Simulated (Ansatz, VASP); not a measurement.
# One calculation of ZrC, two programs

INCAR

```
PREC     = Accurate       # precision mode
ENCUT    = 600            # plane-wave cutoff, eV
EDIFF    = 1E-7           # SCF threshold, eV
ISMEAR   = 0              # smearing method
SIGMA    = 0.1            # smearing width, eV
LREAL    = F              # projectors in reciprocal space
LASPH    = T              # aspherical terms in the spheres
NELM     = 60             # most SCF steps
ALGO     = Normal         # electronic algorithm
ISIF     = 3              # what is computed and relaxed
LWAVE    = F              # write WAVECAR
LCHARG   = F              # write CHGCAR
GGA      = PE             # functional
IBRION   = 2              # ionic algorithm
NSW      = 100            # ionic steps
EDIFFG   = -0.01          # ionic threshold
```

File KPOINTS:

```
Automatic mesh
0
Gamma
  18 18 10
```

The input POSCAR:

```
ZrC
1.0
    3.3914762400      0.0000000000      0.0000000000
   -1.6957381200      2.9371045800      0.0000000000
    0.0000000000      0.0000000000      5.2900528900
Zr C
2 2
Direct
    0.3333333300      0.6666666700      0.2500000000
    0.6666666700      0.3333333300      0.7500000000
    0.0000000000      0.0000000000      0.0000000000
    0.0000000000      0.0000000000      0.5000000000
```

Input for Ansatz:

```yaml
crystal:
  lattice:
    - [3.39147624, 0.0, 0.0]
    - [-1.69573812, 2.93710458, 0.0]
    - [0.0, 0.0, 5.29005289]
  atoms:
    - { symbol: Zr, position: [0.33333333, 0.66666667, 0.25] }
    - { symbol: Zr, position: [0.66666667, 0.33333333, 0.75] }
    - { symbol: C, position: [0.0, 0.0, 0.0] }
    - { symbol: C, position: [0.0, 0.0, 0.5] }
basis:
  ecutwfc: 420
kpoints:
  mp_grid: { grid: [18, 18, 10] }
hamiltonian:
  xc: pbe
scf:
  occupations: { method: gaussian, width: 0.1 }
output:
  forces: true
  stress: true
  eigenvalues: true
relax:
  adjacent_minimum: "off"
  f_tol: 0.01
  max_steps: 80
  cell: { stress_tol: 0.05 }
```

Alike in both runs: task relaxation of cell and atoms; functional PBE; k mesh 18 × 18 × 10; occupations gaussian, width 0.1 eV; no spin polarisation.

|  | VASP | Ansatz |
| --- | --- | --- |
| version | VASP 6.6.1 | Ansatz 0.2.0 |
| potentials or method | VASP PAW PBE potentials, release 64 (Zr_sv, C), cutoff 600 eV | scalar-relativistic, plane waves, PAW |
| valence electrons in the cell | 32 | 32 |

|  | VASP | Ansatz | Ansatz less VASP |
| --- | --- | --- | --- |
| gap on the k mesh at the Fermi level, each at its own relaxed structure (eV) | none | none | - |
| relaxed volume (Å³/atom) | 13.04 | 13.03 | -0.010 |
| relaxed cell length with the largest relative difference (Å) | 3.373 | 3.372 | -0.0009 |

A gap of «none» marks a metal or a gap that the smearing closes.
